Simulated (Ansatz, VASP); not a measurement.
# One calculation of Cd, two programs

```
CELL_PARAMETERS angstrom
3.32477 0.00000 0.00000
-1.66239 2.87934 0.00000
0.00000 0.00000 7.37093
ATOMIC_POSITIONS crystal
Cd 0.00000 0.00000 0.00000
Cd 0.66667 0.33333 0.33333
Cd 0.33333 0.66667 0.66667
```

Change from the starting cell: strain along c alone, the other axes held, atoms relaxed: +2.0 %.

Alike in both runs: task single point; functional PBE; k mesh 15 × 15 × 6; occupations gaussian, width 0.1 eV; no spin polarisation.

|  | VASP | Ansatz |
| --- | --- | --- |
| version | VASP 6.6.1 | Ansatz 0.2.0 |
| potentials or method | VASP PAW PBE potentials, release 64 (Cd), cutoff 520 eV | scalar-relativistic, plane waves, PAW |
| valence electrons in the cell | 36 | 60 |

VASP gave:

| Quantity | Value |
| --- | --- |
| gap on the k mesh at the Fermi level (eV) | none |
| pressure (GPa) | -0.8 |
| traceless stress, the component that is largest in VASP (GPa) | -0.24 |

Question: What did Ansatz give for the same quantities?

Answer: gap on the k mesh at the Fermi level (eV): none; pressure (GPa): -1.1; traceless stress, the component that is largest in VASP (GPa): -0.30.

A gap of «none» marks a metal or a gap that the smearing closes. VASP's potentials hold 36 valence electrons a cell and Ansatz's 60, so a difference there can come from the potentials and not from the codes.
